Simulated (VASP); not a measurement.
# W in VASP: single point with PBE+D3(BJ)

Aim: the single point of W with PBE+D3(BJ).

Program: VASP 6.6.1. These are calculated values, not measurements. Logs are shortened: lines on timing, memory, paths and dates and some standing lists are left out, and cuts for length are marked.

## (1) The cell of the first run

The cell holds a slab with vacuum, 3 atoms: a = 2.832 Å, b = 2.832 Å, c = 18.005 Å, α = 90.00°, β = 90.00°, γ = 90.00°.

## (2) Single point, PBE+D3(BJ)

Input file INCAR:

```
SYSTEM = W
  ALGO = Fast
  DIPOL = 0.5 0.5 0.501
  EDIFF = 1E-6
  ENCUT = 520
  GGA = PE
  IDIPOL = 3
  ISIF = 2
  ISMEAR = 0
  IVDW = 12
  LASPH = .True.
  LCHARG = .False.
  LDIPOL = .True.
  LREAL = .False.
  LWAVE = .False.
  NBANDS = 28
  NELM = 100
  PREC = Accurate
  SIGMA = 0.1
```

Input file KPOINTS:

```
k-points
0
Gamma
  10 10 1
  0 0 0
```

Input file POSCAR:

```
W
1.0
    2.8322078434      0.0000000000      0.0000000000
    0.0000000000      2.8322078434      0.0000000000
    0.0000000000      0.0000000000     18.0053467436
W
3
Direct
    0.5000000000      0.5000000000      0.3887734071
    0.0000000000      0.0000000000      0.5012590341
    0.5000000000      0.5000000000      0.6137103043
```

Potentials or basis: VASP PAW PBE potentials, release 64 (W_sv).

Launch:

```sh
cat potpaw_PBE.64/W_sv/POTCAR > POTCAR
mpirun -np 1 vasp_std > vasp.out
```

OUTCAR:

```text
SYSTEM = W
   EDIFF = 1E-6
   ENCUT = 520
   GGA = PE
   ISIF = 2
   ISMEAR = 0
   IVDW = 12
   LASPH = .True.
   LREAL = .False.
   NELM = 100
   PREC = Accurate
 IVDW          = 12

 ion  position               nearest neighbor table
   1  0.500  0.500  0.389-   2 2.85   2 2.85   2 2.85   2 2.85
   2  0.000  0.000  0.501-   3 2.85   3 2.85   3 2.85   3 2.85   1 2.85   1 2.85   1 2.85   1 2.85

   3  0.500  0.500  0.614-   2 2.85   2 2.85   2 2.85   2 2.85

  LATTYP: Found a simple tetragonal cell.
 ALAT       =     2.8322078434
 C/A-ratio  =     6.3573536051

  Lattice vectors:

 A1 = (   2.8322078434,   0.0000000000,   0.0000000000)
 A2 = (   0.0000000000,   2.8322078434,   0.0000000000)
 A3 = (   0.0000000000,   0.0000000000,  18.0053467436)

Analysis of symmetry for initial positions (statically):
=====================================================================
 Subroutine PRICEL returns:
 Original cell was already a primitive cell.

 Routine SETGRP: Setting up the symmetry group for a
 simple tetragonal supercell.

 Subroutine GETGRP returns: Found  8 space group operations
 (whereof  8 operations were pure point group operations)
 out of a pool of 16 trial point group operations.

The static configuration has the point symmetry C_4v.

Analysis of symmetry for dynamics (positions and initial velocities):
=====================================================================
 Subroutine PRICEL returns:
 Original cell was already a primitive cell.

 Routine SETGRP: Setting up the symmetry group for a
 simple tetragonal supercell.

 Subroutine GETGRP returns: Found  8 space group operations
 (whereof  8 operations were pure point group operations)
 out of a pool of 16 trial point group operations.

The dynamic configuration has the point symmetry C_4v.

 Subroutine INISYM returns: Found  8 space group operations
 (whereof  8 operations are pure point group operations),
 and found     1 'primitive' translations

----------------------------------------------------------------------------------------

                                     Primitive cell

  volume of cell :     144.4281

  direct lattice vectors                    reciprocal lattice vectors
     2.832207843  0.000000000  0.000000000     0.353081432  0.000000000  0.000000000
     0.000000000  2.832207843  0.000000000     0.000000000  0.353081432  0.000000000
     0.000000000  0.000000000 18.005346744     0.000000000  0.000000000  0.055539058

  length of vectors
     2.832207843  2.832207843 18.005346744     0.353081432  0.353081432  0.055539058

  position of ions in fractional coordinates (direct lattice)
     0.500000000  0.500000000  0.388773407
     0.000000000  0.000000000  0.501259034
     0.500000000  0.500000000  0.613710304

  ion indices of the primitive-cell ions
   primitive index   ion index
                 1           1
                 2           2
                 3           3

----------------------------------------------------------------------------------------

 KPOINTS: k-points

Automatic generation of k-mesh.
 Grid dimensions read from file:
 generate k-points for:   10   10    1

 Generating k-lattice:

  Cartesian coordinates                     Fractional coordinates (reciprocal lattice)
     0.035308143  0.000000000  0.000000000     0.100000000  0.000000000  0.000000000
     0.000000000  0.035308143  0.000000000     0.000000000  0.100000000  0.000000000
     0.000000000  0.000000000  0.055539058     0.000000000  0.000000000  1.000000000

  Length of vectors
     0.035308143  0.035308143  0.055539058

  Shift w.r.t. Gamma in fractional coordinates (k-lattice)
     0.000000000  0.000000000  0.000000000

 Subroutine IBZKPT returns following result:
 ===========================================

 Found     21 irreducible k-points:

 Following reciprocal coordinates:
            Coordinates               Weight
  0.000000  0.000000  0.000000      1.000000
  0.100000  0.000000  0.000000      4.000000
  0.200000  0.000000  0.000000      4.000000
  0.300000  0.000000  0.000000      4.000000
  0.400000  0.000000  0.000000      4.000000
  0.500000  0.000000  0.000000      2.000000
[... 13 lines left out ...]
  0.500000  0.400000  0.000000      4.000000
  0.500000  0.500000  0.000000      1.000000
   k-points           NKPTS =     21   k-points in BZ     NKDIM =     21   number of bands    NBANDS=     28
   number of dos      NEDOS =    301   number of ions     NIONS =      3
   total plane-waves  NPLWV =  80640
   dimension x,y,z NGX =    24 NGY =   24 NGZ =  140
   dimension x,y,z NGXF=    48 NGYF=   48 NGZF=  280
   ions per type =               3
   NGX,Y,Z   is equivalent  to a cutoff of  14.09, 14.09, 12.93 a.u.
   NGXF,Y,Z  is equivalent  to a cutoff of  28.18, 28.18, 25.85 a.u.
 SYSTEM =  W
   PREC   = accura    normal or accurate (medium, high low for compatibility)
   ISTART =      0    job   : 0-new  1-cont  2-samecut
   ICHARG =      2    charge: 1-file 2-atom 10-const
   ISPIN  =      1    spin polarized calculation?
   LNONCOLLINEAR =      F non collinear calculations
   LSORBIT =      F    spin-orbit coupling
   LASPH  =      T    aspherical Exc in radial PAW
   ENCUT  =  520.0 eV  38.22 Ry    6.18 a.u.   5.27  5.27 33.48*2*pi/ulx,y,z
   NELM   =    100;   NELMIN=  2; NELMDL= -5     # of ELM steps
   EDIFF  = 0.1E-05   stopping-criterion for ELM
   LREAL  =      F    real-space projection
   EDIFFG = 0.1E-04   stopping-criterion for IOM
   NSW    =      0    number of steps for IOM
   IBRION =     -1    ionic relax: 0-MD 1-quasi-New 2-CG
   NFREE  =      0    steps in history (QN), initial steepest desc. (CG)
   ISIF   =      2    stress and relaxation
   ISYM   =      2    0-nonsym 1-usesym 2-fastsym
   POTIM  = 0.5000    time-step for ionic-motion
   TEBEG  =    0.0;   TEEND  =   0.0 temperature during run
   PSTRESS=    0.0 pullay stress
   NELECT =      42.0000    total number of electrons
   NUPDOWN=      -1.0000    fix difference up-down
   EMIN   =  10.00;   EMAX   =-10.00  energy-range for DOS
   EFERMI =   0.00;   METHOD = LEGACY
   ISMEAR =     0;   SIGMA  =   0.10  broadening in eV -4-tet -1-fermi 0-gaus
   EFERMI_NEDOS =   21; number of points for ismear=-14 and -15
   IALGO  =     68    algorithm
   IMIX   =      4    mixing-type and parameters
     AMIX     =   0.40;   BMIX     =  1.00
     AMIX_MAG =   1.60;   BMIX_MAG =  1.00
  volume/ion in A,a.u.               =      48.14       324.88
  Fermi-wavevector in a.u.,A,eV,Ry     =   1.084611  2.049618 16.005636  1.176381
  Thomas-Fermi vector in A             =   2.220705
   LORBIT       =      0    0 simple, 1 ext, 2 COOP (PROOUT), +10 PAW based schemes
   GGA     = PE    functional components
   LHFCALC =     F    Hartree Fock is set to
   AEXX    =    0.0000 exact exchange contribution
   IVDW    =    12    specifies the selected vdW correction
   LEPSILON=     F    determine dielectric tensor
   LRPA    =     F    only Hartree local field effects (RPA)
 non-spin polarized calculation
 RMM-DIIS sequential band-by-band and
 Gauss-broadening in eV      SIGMA  =   0.10
  energy-cutoff  :      520.00
  volume of cell :      144.43
 maximum number of plane-waves:      3928
 NGX is ok and might be reduce to    24
   NGX = 11   NGY = 11   NGZ = 67

 dipolmoment           0.000000      0.000000      0.000058 electrons x Angstroem

 number of electron      42.0000004 magnetization

 dipolmoment           0.000000      0.000000     -0.000044 electrons x Angstroem

 Free energy of the ion-electron system (eV)
  ---------------------------------------------------
  ext. energy  EPLUGINS =         0.00000000
  ---------------------------------------------------
  free energy    TOTEN  =       -34.15674722 eV

  energy without entropy =      -34.12217663  energy(sigma->0) =      -34.13946192

 E-fermi :   0.7131     XC(G=0):  -5.8157

 val. band max:        0.6979971438   @ k =   0.5000   0.2000   0.0000
 cond. band min:       0.7172585082   @ k =   0.4000   0.2000   0.0000
 fundamental gap:      0.0192613644
 Fermi energy:         0.7131207179

 k-point     1 :       0.0000    0.0000    0.0000
  band No.  band energies     occupation
      1     -73.2115      2.00000
      2     -73.1584      2.00000
      3     -73.1105      2.00000
      4     -37.8308      2.00000
      5     -37.4780      2.00000
      6     -37.1528      2.00000
[... 20 lines left out ...]
     27       3.5956      0.00000
     28       4.5099      0.00000

 k-point     2 :       0.1000    0.0000    0.0000
  band No.  band energies     occupation
      1     -73.2054      2.00000
      2     -73.1547      2.00000
      3     -73.1092      2.00000
      4     -37.8128      2.00000
      5     -37.5012      2.00000
      6     -37.1879      2.00000
[... 20 lines left out ...]
     27       3.5597      0.00000
     28       3.9619      0.00000

 k-point     3 :       0.2000    0.0000    0.0000
  band No.  band energies     occupation
      1     -73.1887      2.00000
      2     -73.1451      2.00000
      3     -73.1067      2.00000
      4     -37.7698      2.00000
      5     -37.5887      2.00000
      6     -37.2808      2.00000
[... 20 lines left out ...]
     27       3.2402      0.00000
     28       3.8084      0.00000

 k-point     4 :       0.3000    0.0000    0.0000
  band No.  band energies     occupation
      1     -73.1656      2.00000
      2     -73.1333      2.00000
      3     -73.1059      2.00000
      4     -37.7480      2.00000
      5     -37.7319      2.00000
      6     -37.4126      2.00000
[... 20 lines left out ...]
     27       2.8681      0.00000
     28       4.6425      0.00000

 k-point     5 :       0.4000    0.0000    0.0000
  band No.  band energies     occupation
      1     -73.1419      2.00000
      2     -73.1236      2.00000
      3     -73.1103      2.00000
      4     -37.8587      2.00000
      5     -37.8001      2.00000
      6     -37.5553      2.00000
[... 20 lines left out ...]
     27       3.4659      0.00000
     28       4.7940      0.00000

 k-point     6 :       0.5000    0.0000    0.0000
  band No.  band energies     occupation
      1     -73.1247      2.00000
      2     -73.1203      2.00000
      3     -73.1197      2.00000
      4     -37.9079      2.00000
      5     -37.8375      2.00000
      6     -37.6162      2.00000
[... 370 lines left out ...]
      5     -37.6868      2.00000
      6     -37.6701      2.00000
[... 20 lines left out ...]
     27       5.1529      0.00000
     28       6.5564      0.00000

 k-point    19 :       0.4000    0.4000    0.0000
  band No.  band energies     occupation
      1     -73.0970      2.00000
      2     -73.0895      2.00000
      3     -73.0864      2.00000
      4     -37.7564      2.00000
      5     -37.7476      2.00000
      6     -37.5651      2.00000
[... 20 lines left out ...]
     27       5.1464      0.00000
     28       5.4327      0.00000

 k-point    20 :       0.5000    0.4000    0.0000
  band No.  band energies     occupation
      1     -73.0901      2.00000
      2     -73.0863      2.00000
      3     -73.0856      2.00000
      4     -37.7961      2.00000
      5     -37.7686      2.00000
      6     -37.5819      2.00000
[... 20 lines left out ...]
     27       5.8359      0.00000
     28       6.5751      0.00000

 k-point    21 :       0.5000    0.5000    0.0000
  band No.  band energies     occupation
      1     -73.0864      2.00000
      2     -73.0827      2.00000
      3     -73.0820      2.00000
      4     -37.8076      2.00000
      5     -37.8076      2.00000
      6     -37.5376      2.00000
[... 20 lines left out ...]
     27       6.4164      0.00000
     28       6.5272      0.00000

------------------------ aborting loop because EDIFF is reached ----------------------------------------

 vacuum level on the upper side and lower side of the slab       (xc-potential included)        -0.198        -0.194

 Edisp (eV)   -1.19677

 E8    (eV) :    -0.6410

  FORCE on cell =-STRESS in cart. coord.  units (eV):
  Direction    XX          YY          ZZ          XY          YZ          ZX
  --------------------------------------------------------------------------------------
  -------------------------------------------------------------------------------------
  Total      -9.00886    -9.00886     0.08401     0.00000     0.00000     0.00000
  in kB     -99.93757   -99.93757     0.93194     0.00000     0.00000     0.00000
  external pressure =      -66.31 kB  Pullay stress =        0.00 kB

 VOLUME and BASIS-vectors are now :
 -----------------------------------------------------------------------------
  energy-cutoff  :      520.00
  volume of cell :      144.43
      direct lattice vectors                 reciprocal lattice vectors
     2.832207843  0.000000000  0.000000000     0.353081432  0.000000000  0.000000000
     0.000000000  2.832207843  0.000000000     0.000000000  0.353081432  0.000000000
     0.000000000  0.000000000 18.005346744     0.000000000  0.000000000  0.055539058

 POSITION                                       TOTAL-FORCE (eV/Angst)
 -----------------------------------------------------------------------------------
      1.41610      1.41610      7.00000         0.000000     -0.000000     -0.032818
      0.00000      0.00000      9.02534        -0.000000      0.000000     -0.003683
      1.41610      1.41610     11.05007         0.000000      0.000000      0.036501
 -----------------------------------------------------------------------------------
    total drift:                                0.000000      0.000000      0.000230

  FREE ENERGIE OF THE ION-ELECTRON SYSTEM (eV)
  ---------------------------------------------------
  free  energy   TOTEN  =       -35.3535160924 eV

  energy  without entropy=      -35.3189455028  energy(sigma->0) =      -35.33623080

 vacuum level on the upper side and lower side of the slab         5.213         5.219
```

Run time: 87 s. Hardware: 1 thread of Intel Xeon Platinum 8488C (Sapphire Rapids), shared host; peak memory 0.29 GiB.

What came out:

- Free energy: -35.3535 eV
- Largest force: 0.037 eV/Å
- Band gap on the k mesh: zero (band 21 reaches 2.66 eV, above the bottom of band 22 at 0.31 eV)
- Dispersion energy per atom: -0.399 eV

Forces on the atoms (eV/Å):
```
W    0.000  0.000 -0.033
W    0.000  0.000 -0.004
W    0.000  0.000  0.037
```

Caveat: spin-orbit coupling is left out, which moves the levels of the heavy elements.
